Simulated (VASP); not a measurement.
# Cs (P-1) in VASP: a series of runs, part 2 of 2

VASP 6.6.1.

**4. Single point, PBEsol (the cell strained at random)**

Contents of INCAR:

```
SYSTEM = Cs
PREC     = Accurate       ! precision mode
ENCUT    = 520            ! plane-wave cutoff, eV
EDIFF    = 1E-7           ! SCF threshold, eV
ISMEAR   = -1             ! smearing method
SIGMA    = 0.05           ! smearing width, eV
LREAL    = .False.        ! projectors in reciprocal space
LASPH    = .True.         ! aspherical terms in the spheres
NELM     = 100            ! most SCF steps
ALGO     = Fast           ! electronic algorithm
ISIF     = 2              ! what is computed and relaxed
LWAVE    = .False.        ! write WAVECAR
LCHARG   = .False.        ! write CHGCAR
GGA      = PS             ! functional
NBANDS   = 10             ! bands
```

Contents of KPOINTS:

```
Automatic mesh
0
Gamma
  6 6 6
  0 0 0
```

Contents of POSCAR:

```
Cs
1.0
   -3.2699480000      3.2071640000      3.2746200000
    3.1394770000     -3.0609420000      2.9979270000
    3.1843290000      2.9753230000     -3.1283970000
Cs
1
Direct
   -0.0002280000      0.0061190000      0.0031940000
```

Potentials or basis: VASP PAW PBE potentials, release 64 (Cs_sv).

Command:

```
cat potpaw_PBE.64/Cs_sv/POTCAR > POTCAR
mpirun -np 1 vasp_std > vasp.out
```

OUTCAR:

```text
SYSTEM = Cs
   PREC = Accurate
   ENCUT = 520
   EDIFF = 1E-7
   ISMEAR = -1
   LREAL = .False.
   LASPH = .True.
   NELM = 100
   ISIF = 2
   GGA = PS

 ion  position               nearest neighbor table
   1  1.000  0.006  0.003-

  LATTYP: Found a triclinic cell.
 ALAT       =     5.3116144493
 B/A-ratio  =     1.6192067321
 C/A-ratio  =     1.0130736597
 COS(alpha) =     0.0061070688
 COS(beta)  =     0.3309267493
 COS(gamma) =     0.8034072224

  Lattice vectors:

 A1 = (  -3.1394770000,   3.0609420000,  -2.9979270000)
 A2 = (   0.0448520000,   6.0362650000,  -6.1263240000)
 A3 = (  -3.0538580000,  -3.1215450000,  -3.1441500000)

Analysis of symmetry for initial positions (statically):
=====================================================================
 Subroutine PRICEL returns:
 Original cell was already a primitive cell.

 Routine SETGRP: Setting up the symmetry group for a
 triclinic supercell.

 Subroutine GETGRP returns: Found  2 space group operations
 (whereof  1 operations were pure point group operations)
 out of a pool of  2 trial point group operations.

The static configuration has the point symmetry C_1 .
 The point group associated with its full space group is S_2 .

Analysis of symmetry for dynamics (positions and initial velocities):
=====================================================================
 Subroutine PRICEL returns:
 Original cell was already a primitive cell.

 Routine SETGRP: Setting up the symmetry group for a
 triclinic supercell.

 Subroutine GETGRP returns: Found  2 space group operations
 (whereof  1 operations were pure point group operations)
 out of a pool of  2 trial point group operations.

The dynamic configuration has the point symmetry C_1 .
 The point group associated with its full space group is S_2 .

 Subroutine INISYM returns: Found  2 space group operations
 (whereof  1 operations are pure point group operations),
 and found     1 'primitive' translations

[... 109 lines left out ...]
   IALGO  =     68    algorithm
   IMIX   =      4    mixing-type and parameters
     AMIX     =   0.40;   BMIX     =  1.00
     AMIX_MAG =   1.60;   BMIX_MAG =  1.00
  volume/ion in A,a.u.               =     122.48       826.51
  Fermi-wavevector in a.u.,A,eV,Ry     =   0.685706  1.295796  6.397353  0.470192
  Thomas-Fermi vector in A             =   1.765724
   LORBIT       =      0    0 simple, 1 ext, 2 COOP (PROOUT), +10 PAW based schemes
   GGA     = PS    functional components
   LHFCALC =     F    Hartree Fock is set to
   AEXX    =    0.0000 exact exchange contribution
   IVDW    =     0    specifies the selected vdW correction
   LEPSILON=     F    determine dielectric tensor
   LRPA    =     F    only Hartree local field effects (RPA)
 non-spin polarized calculation
 RMM-DIIS sequential band-by-band and
  energy-cutoff  :      520.00
  volume of cell :      122.48
 maximum number of plane-waves:      3318
 NGX is ok and might be reduce to    42
   NGX = 21   NGY = 19   NGZ = 19

 number of electron       8.9999999 magnetization

 Free energy of the ion-electron system (eV)
  ---------------------------------------------------
  ext. energy  EPLUGINS =         0.00000000
  ---------------------------------------------------
  free energy    TOTEN  =        -0.92931068 eV

  energy without entropy =       -0.91376854  energy(sigma->0) =       -0.92153961

 E-fermi :   0.2320     XC(G=0):  -5.3148

 val. band max:        0.2309973052   @ k =   0.3333   0.1667   0.5000
 cond. band min:       0.2337919100   @ k =   0.3333   0.1667   0.0000
 fundamental gap:      0.0027946048
 Fermi energy:         0.2319516923

 k-point     1 :       0.0000    0.0000    0.0000
  band No.  band energies     occupation
      1     -23.6619      2.00000
      2     -10.3958      2.00000
      3     -10.3870      2.00000
      4     -10.3843      2.00000
      5      -1.3902      2.00000
      6       2.5483      0.00000
      7       2.6168      0.00000
      8       2.8511      0.00000
      9       3.4932      0.00000
     10       3.6078      0.00000
[... 287 lines left out ...]
 k-point    24 :       0.5000   -0.0000    0.1667
  band No.  band energies     occupation
      1     -23.6576      2.00000
      2     -10.4772      2.00000
      3     -10.4308      2.00000
      4     -10.3942      2.00000
      5       0.1678      1.56588
      6       1.2278      0.00000
      7       1.7146      0.00000
      8       3.3476      0.00000
      9       3.8484      0.00000
     10       4.2165      0.00000

 [... further k-points ...]
[... 5 lines left out ...]
  --------------------------------------------------------------------------------------
  -------------------------------------------------------------------------------------
  Total       -0.1530409     -0.1464028     -0.1506685      0.0035490     -0.0084379      0.0064851
  in kB       -2.0020004     -1.9151642     -1.9709657      0.0464263     -0.1103795      0.0848353
  external PRESSURE =      -1.9627101 kB  Pullay stress =       0.0000000 kB

 VOLUME and BASIS-vectors are now :
 -----------------------------------------------------------------------------
  energy-cutoff  :      520.00
  volume of cell :      122.48
      direct lattice vectors                 reciprocal lattice vectors
    -3.269948000  3.207164000  3.274620000     0.005356447  0.158135354  0.155849927
     3.139477000 -3.060942000  2.997927000     0.161470010 -0.001614770  0.162821142
     3.184329000  2.975323000 -3.128397000     0.160342703  0.163979261 -0.000487410

 POSITION                                       TOTAL-FORCE (eV/Angst)
 -----------------------------------------------------------------------------------
     -3.23982      3.19721      3.28223         0.000000      0.000000     -0.000000
 -----------------------------------------------------------------------------------
    total drift:                                0.000002      0.000003     -0.000004

  FREE ENERGIE OF THE ION-ELECTRON SYSTEM (eV)
  ---------------------------------------------------
  free  energy   TOTEN  =        -0.9293106837 eV

  energy  without entropy=       -0.9137685381  energy(sigma->0) =       -0.92153961
```

OSZICAR:

```text
N       E                     dE             d eps       ncg     rms          rms(c)
DAV:   1     0.534712705793E+02    0.53471E+02   -0.28422E+03  2240   0.617E+02
DAV:   2     0.435341538901E+01   -0.49118E+02   -0.48012E+02  3040   0.105E+02
DAV:   3    -0.850853119267E+00   -0.52043E+01   -0.51985E+01  2582   0.411E+01
DAV:   4    -0.927844839034E+00   -0.76992E-01   -0.76973E-01  2974   0.591E+00
DAV:   5    -0.928204380955E+00   -0.35954E-03   -0.35953E-03  3106   0.362E-01    0.128E-01
RMM:   6    -0.928590682692E+00   -0.38630E-03   -0.67662E-04  2399   0.138E-01    0.909E-02
RMM:   7    -0.929285010977E+00   -0.69433E-03   -0.32677E-03  2474   0.297E-01    0.267E-02
RMM:   8    -0.929306770602E+00   -0.21760E-04   -0.15490E-04  3185   0.795E-02    0.302E-03
RMM:   9    -0.929310237793E+00   -0.34672E-05   -0.32428E-05  3422   0.282E-02    0.181E-03
RMM:  10    -0.929310766072E+00   -0.52828E-06   -0.46148E-06  3412   0.125E-02    0.164E-03
RMM:  11    -0.929310624139E+00    0.14193E-06   -0.15560E-06  3449   0.573E-03    0.387E-04
RMM:  12    -0.929310683671E+00   -0.59532E-07   -0.39691E-07  2994   0.291E-03
   1 F= -.92931068E+00 E0= -.92153961E+00  d E =-.155421E-01
```

stdout:

```text
POSCAR found type information on POSCAR Cs
 POSCAR found :  1 types and       1 ions
 scaLAPACK will be used
 -----------------------------------------------------------------------------
|                                                                             |
|                                                                             |
|     You enforced a specific xc type in the INCAR file but a different       |
|     I HOPE YOU KNOW WHAT YOU ARE DOING!                                     |
|                                                                             |
 -----------------------------------------------------------------------------

 LDA part: xc-table for (Slater+PW92), standard interpolation
 POSCAR, INCAR and KPOINTS ok, starting setup
 FFT: planning ... GRIDC
 FFT: planning ... GRID_SOFT
 FFT: planning ... GRID
 WAVECAR not read
 entering main loop
WARNING in EDDRMM: call to ZHEGV failed, returncode =   8  4      8
```

Run time: 95 s. Hardware: 1 thread of AMD EPYC 7R43 (Zen 3), shared host; peak memory 0.28 GiB.

Results:

```yaml
Free_energy: -0.9293 eV
Pressure: -0.2 GPa
```

Caveat: the cell differs from its parent crystal (the cell strained at random); the PAW data sets were made with another functional, which shifts forces and pressure a little; spin-orbit coupling is left out, which moves the levels of the heavy elements.
